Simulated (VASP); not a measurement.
Write the native input for VASP 6.6.1 that does the following.

- Task: single point
- Functional: LDA
- Potentials or basis: VASP PAW LDA potentials, release 64 (Al, P)
- Cutoff: 520 eV
- k mesh: 2 × 3 × 1
- Occupations: fermi-dirac, width 0.05 eV
- Spin: no spin polarisation
- Dipole correction: no
- Further INCAR settings: LREAL = Auto; ALGO = Normal; EDIFF = 1e-07; NBANDS = 40

The structure of Al16P lies in POSCAR:

```
Al16P
1.0
    8.1000000000      0.0000000000      0.0000000000
    0.0000000000      5.7275650000      0.0000000000
    0.0000000000      0.0000000000     15.2956740000
Al P
16 1
Direct
    0.2500000000      0.2499999564      0.0653780278
    0.7500000000      0.2499999564      0.0653780278
    0.2500000000      0.7500000436      0.0653780278
    0.7500000000      0.7500000436      0.0653780278
   -0.0033418519      0.0081882964      0.1452935647
    0.5034243210      0.0082041845      0.1453074902
   -0.0060454321      0.5025884473      0.1436558467
    0.5062150617      0.5026373337      0.1436851361
    0.2501861728      0.2683873513      0.2395100079
    0.7501637037      0.2519257311      0.2438833359
    0.2501981481      0.7504805271      0.2424755522
    0.7501785185      0.7318640644      0.2355824921
    0.0154324691      0.0189036702      0.3203463280
    0.4849928395      0.0188996546      0.3204098754
    0.0038025926      0.5042858527      0.3238858909
    0.4966491358      0.5042607111      0.3239200182
    0.7501782716      0.9132201904      0.3739879001
```

The input as run:

INCAR

```
PREC = Accurate ; ENCUT = 520
EDIFF = 1E-7 ; ISMEAR = -1
SIGMA = 0.05 ; LREAL = Auto
LASPH = True ; NELM = 100
ALGO = Normal ; ISIF = 2
LWAVE = False ; LCHARG = False
GGA = CA ; NBANDS = 40
```

KPOINTS

```
Automatic mesh
0
Gamma
  2 3 1
```

Potentials or basis: VASP PAW LDA potentials, release 64 (Al, P).

Run with:

```sh
$ cat potpaw_LDA.64/Al/POTCAR potpaw_LDA.64/P/POTCAR > POTCAR
$ mpirun -np 1 vasp_std > vasp.out
```

It gave:

```
Largest force : 0.381 eV/Å
```

Caveat: the k points lie up to 0.39 Å⁻¹ apart.

Wall time 2.9 min on 1 thread of Intel(R) Xeon(R) 6975P-C (Granite Rapids), on a shared host, peak memory 0.52 GiB.
